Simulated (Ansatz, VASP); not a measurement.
Two plane-wave programs on PbS

Contents of INCAR:

```
PREC = Accurate
ENCUT = 520
EDIFF = 1E-8
ISMEAR = -1
SIGMA = 0.03
LREAL = F
LASPH = T
NELM = 60
ALGO = Normal
ISIF = 2
LWAVE = F
LCHARG = F
GGA = PE
LEFG = T
NBANDS = 17
```

KPOINTS

```
regular mesh
0
Gamma
  11 11 11
```

POSCAR

```
PbS
1.0
    0.0000000000      3.3767142599      3.3767142599
    3.3767142599      0.0000000000      3.3767142599
    3.3767142599      3.3767142599      0.0000000000
Pb S
1 1
Direct
    0.0000000000      0.0000000000      0.0000000000
    0.2500000000      0.2500000000      0.2500000000
```

Input for Ansatz:

```yaml
crystal:
  lattice:
    - [0.0, 3.3767142599, 3.3767142599]
    - [3.3767142599, 0.0, 3.3767142599]
    - [3.3767142599, 3.3767142599, 0.0]
  atoms:
    - { symbol: Pb, position: [0.0, 0.0, 0.0] }
    - { symbol: S, position: [0.25, 0.25, 0.25] }
kpoints:
  mp_grid: { grid: [11, 11, 11] }
scf:
  occupations: { method: fermi_dirac, width: 0.03 }
hamiltonian:
  xc: pbe
  pseudopotentials: { kind: paw }
output:
  forces: true
  stress: true
  eigenvalues: true
  efg: { contact_densities: true }
```

Change from the starting cell: volume scaled by 1.05, PAW files.

Alike in both runs: task electric field gradients; functional PBE; k mesh 11 × 11 × 11; occupations fermi-dirac, width 0.03 eV; no spin polarisation.

```csv
,VASP,Ansatz
version,VASP 6.6.1,Ansatz 0.2.0
potentials or method,"VASP PAW PBE potentials, release 64 (Pb_d, S)","PAW with Ansatz's default frozen-core files, scalar-relativistic"
plane-wave cutoff (eV),520,420
valence electrons in the cell,20,20
```

VASP gave:

| Item | Value |
| --- | --- |
| pressure (GPa) | -1.6 |

Estimate Ansatz's values.

pressure (GPa): -1.5.

Spin-orbit coupling is off throughout.
